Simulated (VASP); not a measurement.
**Tl: relaxation of cell and atoms with PBE**

The system is Tl.

```
Tl
1.0
     3.23994    0.00000    0.00000
     0.00000    3.23994    0.00000
     0.00000    0.00000    3.23994
Tl
1
Cartesian
  0.0000 0.0000 0.0000
```

```
Program                : VASP 6.6.1
Task                   : relaxation of cell and atoms
Functional             : PBE
Potentials or basis    : VASP PAW PBE potentials, release 64 (Tl_d)
Cutoff                 : 600 eV
k mesh                 : 13 × 13 × 13
Occupations            : fermi-dirac, width 0.05 eV
Spin                   : no spin polarisation
Dipole correction      : no
Further INCAR settings : ALGO = Normal; EDIFF = 1e-07; IBRION = 2; EDIFFG = -0.005; NSW = 60; ISIF = 3
```

```
Relaxed volume                         : 34.38 Å³/atom
Relaxed cell                           : a = 3.252 Å, b = 3.252 Å, c = 3.252 Å, α = 90.00°, β = 90.00°, γ = 90.00°
Space group after relaxing (to 0.05 Å) : Pm-3m (No. 221)
Energy gained by relaxing              : 0.3 meV/atom
Ionic steps                            : 3
Pressure after relaxing                : 0.0 GPa
```

The path:
```
step  energy change (eV)  largest force (eV/Å)  pressure (GPa)  volume (Å³)
   1              0.0000                0.0000            0.24        34.01
   2             -0.0002                0.0000            0.07        34.26
   3             -0.0003                0.0000           -0.01        34.38
```

Final structure:
```
CELL_PARAMETERS angstrom
3.25170 0.00000 0.00000
0.00000 3.25170 0.00000
0.00000 0.00000 3.25170
ATOMIC_POSITIONS crystal
Tl 0.00000 0.00000 0.00000
```

Levels at points of the mesh, in eV from the Fermi level:
| k point | band 2 | band 3 | band 4 | band 5 | band 6 | band 7 | band 8 | band 9 | band 10 |
| --- | --- | --- | --- | --- | --- | --- | --- | --- | --- |
| (0.00, 0.00, 0.00) | -12.17 | -11.31 | -11.31 | -11.31 | -9.34 | 6.38 | 6.38 | 6.38 | 9.01 |

Run time: 22 s on 1 thread of Intel(R) Xeon(R) 6975P-C (Granite Rapids), on a shared host, peak memory 0.19 GiB.

Caveat: spin-orbit coupling is left out, which moves the levels of the heavy elements.
